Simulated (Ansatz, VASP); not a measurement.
# One calculation of Si2Mo, two programs

Contents of INCAR:

```
SYSTEM = Si2Mo
ALGO = Normal
EDIFF = 1E-6
EDIFFG = -0.01
ENCUT = 600
GGA = PS
IBRION = 2
ISIF = 3
ISMEAR = -1
IVDW = 13
LASPH = .TRUE.
LCHARG = .FALSE.
LREAL = .FALSE.
LWAVE = .FALSE.
NELM = 60
NSW = 60
PREC = Accurate
SIGMA = 0.05
```

File KPOINTS:

```
k-points
0
G
  7 7 4
  0 0 0
```

POSCAR

```
Si2Mo
1.0
    4.5854715599      0.0000000000      0.0000000000
   -2.2927357800      3.9711348592      0.0000000000
    0.0000000000      0.0000000000      6.5797601000
Mo Si
3 6
Direct
    0.5000000000      0.5000000000      0.8333333333
    0.0000000000      0.5000000000      0.1666666667
    0.5000000000      0.0000000000      0.5000000000
    0.1638729800      0.3277459600      0.5000000000
    0.6722540400      0.8361270200      0.1666666667
    0.8361270200      0.1638729800      0.8333333333
    0.8361270200      0.6722540400      0.5000000000
    0.3277459600      0.1638729800      0.1666666667
    0.1638729800      0.8361270200      0.8333333333
```

input.yaml

```yaml
crystal:
  lattice:
    - [4.5854715599, 0.0, 0.0]
    - [-2.29273578, 3.9711348592, 0.0]
    - [0.0, 0.0, 6.5797601]
  atoms:
    - { symbol: Mo, position: [0.5, 0.5, 0.8333333333] }
    - { symbol: Mo, position: [0.0, 0.5, 0.1666666667] }
    - { symbol: Mo, position: [0.5, 0.0, 0.5] }
    - { symbol: Si, position: [0.16387298, 0.32774596, 0.5] }
    - { symbol: Si, position: [0.67225404, 0.83612702, 0.1666666667] }
    - { symbol: Si, position: [0.83612702, 0.16387298, 0.8333333333] }
    - { symbol: Si, position: [0.83612702, 0.67225404, 0.5] }
    - { symbol: Si, position: [0.32774596, 0.16387298, 0.1666666667] }
    - { symbol: Si, position: [0.16387298, 0.83612702, 0.8333333333] }
hamiltonian:
  xc: pbesol
  pseudopotentials: { kind: paw }
  dispersion: d4
kpoints:
  mp_grid: { grid: [7, 7, 4] }
scf:
  occupations: { method: fermi_dirac, width: 0.05 }
output:
  forces: true
  stress: true
  eigenvalues: true
relax:
  f_tol: 0.01
  max_steps: 40
  cell: { stress_tol: 0.05 }
```

Alike in both runs: task relaxation of cell and atoms; functional PBEsol; dispersion D4; k mesh 7 × 7 × 4; occupations fermi-dirac, width 0.05 eV; no spin polarisation.

```csv
,VASP,Ansatz
version,VASP 6.6.1,Ansatz 0.2.0
potentials or method,"VASP PAW PBE potentials, release 64 (Mo_sv, Si)",Ansatz PAW
plane-wave cutoff (eV),600,420
valence electrons in the cell,66,66
```

|  | VASP | Ansatz | Ansatz less VASP |
| --- | --- | --- | --- |
| gap on the k mesh at the Fermi level, each at its own relaxed structure (eV) | 0.25 | 0.26 | +0.003 |
| relaxed volume (Å³/atom) | 13.03 | 13.01 | -0.019 |
| relaxed length of the cell vector where the two differ most in proportion (Å) | 6.539 | 6.535 | -0.0035 |

VASP's potentials were made for PBE, not for PBEsol.

Noted on Ansatz's run: odd divisions of the mesh miss points on the zone boundary, where band edges often lie, so the gap on the mesh can be too wide; the plane-wave basis is chosen anew once the cell has moved, so the energies of steps on either side of that aren't comparable.
